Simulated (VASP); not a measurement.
Write the native input for VASP 6.6.1 that does the following.

```yaml
Task: single point
Functional: PBEsol
Potentials_or_basis: VASP PAW PBE potentials, release 64 (Pb_d)
Cutoff: 520 eV
k_mesh: 9 × 9 × 9
Occupations: fermi-dirac, width 0.05 eV
Spin: no spin polarisation
Dipole_correction: no
Further_INCAR_settings: ALGO = Normal; EDIFF = 1e-06; NBANDS = 13
```

The structure of Pb lies in POSCAR:

```
Pb
1.0
    0.0000000000      2.2311246393      2.2311246393
    2.2311246393      0.0000000000      2.2311246393
    2.2311246393      2.2311246393      0.0000000000
Pb
1
Direct
    0.0000000000      0.0000000000      0.0000000000
```

One way to write it, as run:

INCAR

```
PREC = Accurate ; ENCUT = 520
EDIFF = 1E-6 ; ISMEAR = -1
SIGMA = 0.05 ; LREAL = F
LASPH = T ; NELM = 80
ALGO = Normal ; ISIF = 2
LWAVE = F ; LCHARG = T
GGA = PS ; LELF = T
LVHAR = T ; NBANDS = 13
```

KPOINTS

```
Automatic mesh
0
Gamma
  9 9 9
```

Potentials or basis: VASP PAW PBE potentials, release 64 (Pb_d).

Launch:

```console
$ cat potpaw_PBE.64/Pb_d/POTCAR > POTCAR
$ mpirun -np 1 vasp_std > vasp.out
```

Results of the run:

The pressure is 29.9 GPa and the band gap on the k mesh is zero (band 7 reaches 20.89 eV, above the bottom of band 8 at 8.93 eV).

Caveat: the PAW data sets were made with another functional, which shifts forces and pressure a little; spin-orbit coupling is left out, which moves the levels of the heavy elements.

It took 10 s on 1 thread of Intel(R) Xeon(R) Platinum 8375C CPU @ 2.90GHz (Ice Lake), on a shared host, peak memory 0.14 GiB.
